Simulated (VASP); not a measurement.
# TiSe (P6_3/mmc) in VASP: single point with r2SCAN

Aim: the single point of TiSe with r2SCAN.

Program: VASP 6.6.1. These are calculated values, not measurements. Logs are shortened: lines on timing, memory, paths and dates and some standing lists are left out, and cuts for length are marked.

**1. The cell of the first run**

Symmetry: P6_3/mmc, No. 194, hexagonal system. The conventional cell has a = 3.258 Å, b = 3.258 Å, c = 6.697 Å, α = 90.00°, β = 90.00°, γ = 120.00°. Ti (site symmetry -6m2) has 6 Se at 2.52 Å and 6 Ti at 3.26 Å within 3.3 Å. Within 3.4 Å of Se (site symmetry -3m) lie 6 Ti at 2.52 Å and 8 Se at 3.26 to 3.35 Å.

**2. Single point, r2SCAN**

Contents of POSCAR:

```
TiSe
1.0
    3.2578614932      0.0000000000      0.0000000000
   -1.6289307466      2.8213908151      0.0000000000
    0.0000000000      0.0000000000      6.6973514230
Ti Se
2 2
Direct
    0.3333333333      0.6666666667      0.2500000000
    0.6666666667      0.3333333333      0.7500000000
    0.0000000000      0.0000000000      0.0000000000
    0.0000000000      0.0000000000      0.5000000000
```

Contents of INCAR.step1:

```
SYSTEM = TiSe
PREC = Accurate
ENCUT = 520
ISMEAR = -1
SIGMA = 0.1
LREAL = .FALSE.
LASPH = .TRUE.
NELM = 80
NBANDS = 26
GGA = PE
ALGO = Normal
EDIFF = 1E-4
LWAVE = .TRUE.
LCHARG = .FALSE.
```

Contents of INCAR.step2:

```
SYSTEM = TiSe
PREC = Accurate
ENCUT = 520
EDIFF = 1E-6
ISMEAR = -1
SIGMA = 0.1
LREAL = .FALSE.
LASPH = .TRUE.
NELM = 80
ALGO = Normal
ISIF = 2
LWAVE = .FALSE.
LCHARG = .TRUE.
METAGGA = R2SCAN
LMIXTAU = .TRUE.
LELF = .TRUE.
LVHAR = .TRUE.
NBANDS = 26
ISTART = 1
```

Contents of KPOINTS:

```
Automatic mesh
0
G
  11 11 5
  0 0 0
```

Potentials or basis: VASP PAW PBE potentials, release 64 (Ti_sv, Se).

Started as:

```bash
$ cat potpaw_PBE.64/Ti_sv/POTCAR potpaw_PBE.64/Se/POTCAR > POTCAR
$ cp INCAR.step1 INCAR
$ mpirun -np 1 vasp_std > vasp.out
$ cp INCAR.step2 INCAR
$ mpirun -np 1 vasp_std > vasp.out
```

OUTCAR:

```text
SYSTEM = TiSe
   PREC = Accurate
   ENCUT = 520
   EDIFF = 1E-6
   ISMEAR = -1
   LREAL = .FALSE.
   LASPH = .TRUE.
   NELM = 80
   ISIF = 2
   METAGGA = R2SCAN
   ISTART = 1

 ion  position               nearest neighbor table
   1  0.333  0.667  0.250-   3 2.52   4 2.52   3 2.52   4 2.52   3 2.52   4 2.52
   2  0.667  0.333  0.750-   3 2.52   4 2.52   3 2.52   4 2.52   3 2.52   4 2.52
   3  0.000  0.000  0.000-   1 2.52   2 2.52   1 2.52   2 2.52   2 2.52   1 2.52
   4  0.000  0.000  0.500-   1 2.52   2 2.52   1 2.52   2 2.52   2 2.52   1 2.52

  LATTYP: Found a hexagonal cell.
 ALAT       =     3.2578614932
 C/A-ratio  =     2.0557508160

  Lattice vectors:

 A1 = (   3.2578614932,   0.0000000000,   0.0000000000)
 A2 = (  -1.6289307466,   2.8213908151,   0.0000000000)
 A3 = (   0.0000000000,   0.0000000000,   6.6973514230)

Analysis of symmetry for initial positions (statically):
=====================================================================
 Subroutine PRICEL returns:
 Original cell was already a primitive cell.

 Routine SETGRP: Setting up the symmetry group for a
 hexagonal supercell.

 Subroutine GETGRP returns: Found 24 space group operations
 (whereof 12 operations were pure point group operations)
 out of a pool of 24 trial point group operations.

The static configuration has the point symmetry D_3d.
 The point group associated with its full space group is D_6h.

Analysis of symmetry for dynamics (positions and initial velocities):
=====================================================================
 Subroutine PRICEL returns:
 Original cell was already a primitive cell.

 Routine SETGRP: Setting up the symmetry group for a
 hexagonal supercell.

 Subroutine GETGRP returns: Found 24 space group operations
 (whereof 12 operations were pure point group operations)
 out of a pool of 24 trial point group operations.

The dynamic configuration has the point symmetry D_3d.
 The point group associated with its full space group is D_6h.

 Subroutine INISYM returns: Found 24 space group operations
 (whereof 12 operations are pure point group operations),
 and found     1 'primitive' translations

----------------------------------------------------------------------------------------

                                     Primitive cell

  volume of cell :      61.5600

  direct lattice vectors                    reciprocal lattice vectors
     3.257861493  0.000000000  0.000000000     0.306949820  0.177217561  0.000000000
    -1.628930747  2.821390815  0.000000000     0.000000000  0.354435123  0.000000000
     0.000000000  0.000000000  6.697351423     0.000000000  0.000000000  0.149312756

  length of vectors
     3.257861493  3.257861493  6.697351423     0.354435123  0.354435123  0.149312756

  position of ions in fractional coordinates (direct lattice)
     0.333333333  0.666666667  0.250000000
     0.666666667  0.333333333  0.750000000
     0.000000000  0.000000000  0.000000000
     0.000000000  0.000000000  0.500000000

  ion indices of the primitive-cell ions
   primitive index   ion index
                 1           1
                 2           2
                 3           3
                 4           4

----------------------------------------------------------------------------------------

 KPOINTS: Automatic mesh

Automatic generation of k-mesh.
 Grid dimensions read from file:
 generate k-points for:   11   11    5

 Generating k-lattice:

  Cartesian coordinates                     Fractional coordinates (reciprocal lattice)
     0.027904529  0.016110687  0.000000000     0.090909091  0.000000000  0.000000000
     0.000000000  0.032221375  0.000000000     0.000000000  0.090909091  0.000000000
     0.000000000  0.000000000  0.029862551     0.000000000  0.000000000  0.200000000

  Length of vectors
     0.032221375  0.032221375  0.029862551

  Shift w.r.t. Gamma in fractional coordinates (k-lattice)
     0.000000000  0.000000000  0.000000000

 Subroutine IBZKPT returns following result:
 ===========================================

 Found     48 irreducible k-points:

 Following reciprocal coordinates:
            Coordinates               Weight
  0.000000  0.000000  0.000000      1.000000
  0.090909  0.000000  0.000000      6.000000
  0.181818 -0.000000  0.000000      6.000000
  0.272727 -0.000000  0.000000      6.000000
  0.363636  0.000000  0.000000      6.000000
  0.454545  0.000000  0.000000      6.000000
[... 16 lines left out ...]
  0.090909  0.090909  0.200000     12.000000
  0.181818  0.090909  0.200000     24.000000
 [... further k-points ...]
   k-points           NKPTS =     48   k-points in BZ     NKDIM =     48   number of bands    NBANDS=     26
   number of dos      NEDOS =    301   number of ions     NIONS =      4
   total plane-waves  NPLWV =  28800
   dimension x,y,z NGX =    24 NGY =   24 NGZ =   50
   dimension x,y,z NGXF=    48 NGYF=   48 NGZF=  100
   ions per type =               2   2
   NGX,Y,Z   is equivalent  to a cutoff of  12.25, 12.25, 12.41 a.u.
   NGXF,Y,Z  is equivalent  to a cutoff of  24.49, 24.49, 24.82 a.u.
 SYSTEM =  TiSe
   PREC   = accura    normal or accurate (medium, high low for compatibility)
   ISTART =      1    job   : 0-new  1-cont  2-samecut
   ICHARG =      0    charge: 1-file 2-atom 10-const
   ISPIN  =      1    spin polarized calculation?
   LNONCOLLINEAR =      F non collinear calculations
   LSORBIT =      F    spin-orbit coupling
   LASPH  =      T    aspherical Exc in radial PAW
   ENCUT  =  520.0 eV  38.22 Ry    6.18 a.u.   6.06  6.06 12.45*2*pi/ulx,y,z
   NELM   =     80;   NELMIN=  2; NELMDL=  0     # of ELM steps
   EDIFF  = 0.1E-05   stopping-criterion for ELM
   LREAL  =      F    real-space projection
   EDIFFG = 0.1E-04   stopping-criterion for IOM
   NSW    =      0    number of steps for IOM
   IBRION =     -1    ionic relax: 0-MD 1-quasi-New 2-CG
   NFREE  =      0    steps in history (QN), initial steepest desc. (CG)
   ISIF   =      2    stress and relaxation
   ISYM   =      2    0-nonsym 1-usesym 2-fastsym
   POTIM  = 0.5000    time-step for ionic-motion
   TEBEG  =    0.0;   TEEND  =   0.0 temperature during run
   PSTRESS=    0.0 pullay stress
   NELECT =      36.0000    total number of electrons
   NUPDOWN=      -1.0000    fix difference up-down
   EMIN   =  10.00;   EMAX   =-10.00  energy-range for DOS
   EFERMI =   0.00;   METHOD = LEGACY
   ISMEAR =    -1;   SIGMA  =   0.10  broadening in eV -4-tet -1-fermi 0-gaus
   EFERMI_NEDOS =   21; number of points for ismear=-14 and -15
   IALGO  =     38    algorithm
   IMIX   =      4    mixing-type and parameters
     AMIX     =   0.40;   BMIX     =  1.00
     AMIX_MAG =   1.60;   BMIX_MAG =  1.00
  volume/ion in A,a.u.               =      15.39       103.86
  Fermi-wavevector in a.u.,A,eV,Ry     =   1.369019  2.587070 25.500201  1.874212
  Thomas-Fermi vector in A             =   2.494931
   LORBIT       =      0    0 simple, 1 ext, 2 COOP (PROOUT), +10 PAW based schemes
   METAGGA = R2SCAN    functional components
   LHFCALC =     F    Hartree Fock is set to
   AEXX    =    0.0000 exact exchange contribution
   IVDW    =     0    specifies the selected vdW correction
   LEPSILON=     F    determine dielectric tensor
   LRPA    =     F    only Hartree local field effects (RPA)
 non-spin polarized calculation
  energy-cutoff  :      520.00
  volume of cell :       61.56
 maximum number of plane-waves:      1679
   NGX = 13   NGY = 13   NGZ = 25

 number of electron      35.9999983 magnetization

 Free energy of the ion-electron system (eV)
  ---------------------------------------------------
  ext. energy  EPLUGINS =         0.00000000
  ---------------------------------------------------
  free energy    TOTEN  =       -58.05815234 eV

  energy without entropy =      -58.00151116  energy(sigma->0) =      -58.02983175

 E-fermi :  10.1396     XC(G=0): -12.6090

 val. band max:       10.0988705512   @ k =   0.3636   0.2727   0.4000
 cond. band min:      10.1552970949   @ k =   0.0000   0.0000   0.4000
 fundamental gap:      0.0564265437
 Fermi energy:        10.1396094890

 k-point     1 :       0.0000    0.0000    0.0000
  band No.  band energies     occupation
      1     -49.6881      2.00000
      2     -49.6831      2.00000
      3     -25.1815      2.00000
      4     -25.0846      2.00000
      5     -24.8123      2.00000
      6     -24.8123      2.00000
[... 18 lines left out ...]
     25      13.2026      0.00000
     26      13.2026      0.00000

 k-point     2 :       0.0909    0.0000    0.0000
  band No.  band energies     occupation
      1     -49.6860      2.00000
      2     -49.6812      2.00000
      3     -25.1755      2.00000
      4     -25.0824      2.00000
      5     -24.8318      2.00000
      6     -24.8279      2.00000
[... 18 lines left out ...]
     25      12.9567      0.00000
     26      13.3367      0.00000

 k-point     3 :       0.1818   -0.0000    0.0000
  band No.  band energies     occupation
      1     -49.6807      2.00000
      2     -49.6763      2.00000
      3     -25.1589      2.00000
      4     -25.0769      2.00000
      5     -24.8816      2.00000
      6     -24.8733      2.00000
[... 18 lines left out ...]
     25      12.5927      0.00000
     26      13.7037      0.00000

 k-point     4 :       0.2727   -0.0000    0.0000
  band No.  band energies     occupation
      1     -49.6736      2.00000
      2     -49.6699      2.00000
      3     -25.1362      2.00000
      4     -25.0708      2.00000
      5     -24.9458      2.00000
      6     -24.9326      2.00000
[... 18 lines left out ...]
     25      12.8901      0.00000
     26      14.1555      0.00000
[... 496 lines left out ...]
      1     -49.6626      2.00000
      2     -49.6610      2.00000
      3     -25.0964      2.00000
      4     -25.0725      2.00000
      5     -25.0341      2.00000
      6     -25.0183      2.00000
[... 18 lines left out ...]
     25      13.3011      0.00000
     26      14.2165      0.00000

 k-point    23 :       0.0909    0.0909    0.2000
  band No.  band energies     occupation
      1     -49.6819      2.00000
      2     -49.6783      2.00000
      3     -25.1562      2.00000
      4     -25.0871      2.00000
      5     -24.8626      2.00000
      6     -24.8605      2.00000
[... 18 lines left out ...]
     25      12.8421      0.00000
     26      13.5127      0.00000

 k-point    24 :       0.1818    0.0909    0.2000
  band No.  band energies     occupation
      1     -49.6757      2.00000
      2     -49.6726      2.00000
      3     -25.1381      2.00000
      4     -25.0801      2.00000
      5     -24.9166      2.00000
      6     -24.9099      2.00000
[... 18 lines left out ...]
     25      12.6436      0.00000
     26      13.9413      0.00000

 [... further k-points ...]
[... 5 lines left out ...]
  --------------------------------------------------------------------------------------
  -------------------------------------------------------------------------------------
  Total        7.9031432      7.9031432      8.0089708      0.0000000      0.0000000      0.0000000
  in kB      205.6891950    205.6891949    208.4434917      0.0000000      0.0000000      0.0000000
  external PRESSURE =     206.6072939 kB  Pullay stress =       0.0000000 kB

 VOLUME and BASIS-vectors are now :
 -----------------------------------------------------------------------------
  energy-cutoff  :      520.00
  volume of cell :       61.56
      direct lattice vectors                 reciprocal lattice vectors
     3.257861493  0.000000000  0.000000000     0.306949820  0.177217561  0.000000000
    -1.628930747  2.821390815  0.000000000     0.000000000  0.354435123  0.000000000
     0.000000000  0.000000000  6.697351423     0.000000000  0.000000000  0.149312756

 POSITION                                       TOTAL-FORCE (eV/Angst)
 -----------------------------------------------------------------------------------
     -0.00000      1.88093      1.67434        -0.000000      0.000000      0.000000
      1.62893      0.94046      5.02301         0.000000     -0.000000      0.000000
      0.00000      0.00000      0.00000         0.000000      0.000000      0.000000
      0.00000      0.00000      3.34868         0.000000      0.000000      0.000000
 -----------------------------------------------------------------------------------
    total drift:                               -0.000000      0.000000     -0.000000

  FREE ENERGIE OF THE ION-ELECTRON SYSTEM (eV)
  ---------------------------------------------------
  free  energy   TOTEN  =       -58.0581523363 eV

  energy  without entropy=      -58.0015111563  energy(sigma->0) =      -58.02983175
```

Wall time 11 min (1 thread of AMD EPYC 7R13, shared host); peak memory 0.19 GiB.

What came out:

```yaml
Free_energy: -58.0582 eV
Pressure: 20.7 GPa
Band_gap_on_the_k_mesh: zero (bands 18 and 19 overlap by 0.39 eV)
```

Caveat: the cell stands under pressure; the PAW data sets were made with another functional, which shifts forces and pressure a little.
